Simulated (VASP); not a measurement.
Input of a VASP 6.6.1 run:

The input INCAR:

```
PREC = Accurate ; ENCUT = 500
EDIFF = 1E-6 ; ISMEAR = -1
SIGMA = 0.05 ; LREAL = False
LASPH = True ; NELM = 120
ALGO = Normal ; ISIF = 2
LWAVE = False ; LCHARG = True
GGA = PS ; LELF = True
LVHAR = True ; NBANDS = 17
GGA_COMPAT = False
```

Contents of KPOINTS:

```
Automatic mesh
0
Gamma
  11 11 11
```

The input POSCAR:

```
BiP
1.0
    0.0000000000      2.8158594802      2.8158594802
    2.8158594802      0.0000000000      2.8158594802
    2.8158594802      2.8158594802      0.0000000000
Bi P
1 1
Direct
    0.0000000000      0.0000000000      0.0000000000
    0.2500000000      0.2500000000      0.2500000000
```

Potentials or basis: VASP PAW PBE potentials, release 64 (Bi_d, P).

Command:

```bash
$ cat potpaw_PBE.64/Bi_d/POTCAR potpaw_PBE.64/P/POTCAR > POTCAR
$ mpirun -np 1 vasp_std > vasp.out
```

(1) Estimate the pressure.

(2) What does it give for the band gap on the k mesh?

Answers

(1) 38.3 GPa.

(2) zero (band 10 reaches 9.74 eV, above the bottom of band 11 at 7.98 eV).

Caveat: the PAW data sets were made with another functional, which shifts forces and pressure a little; spin-orbit coupling is left out, which moves the levels of the heavy elements.
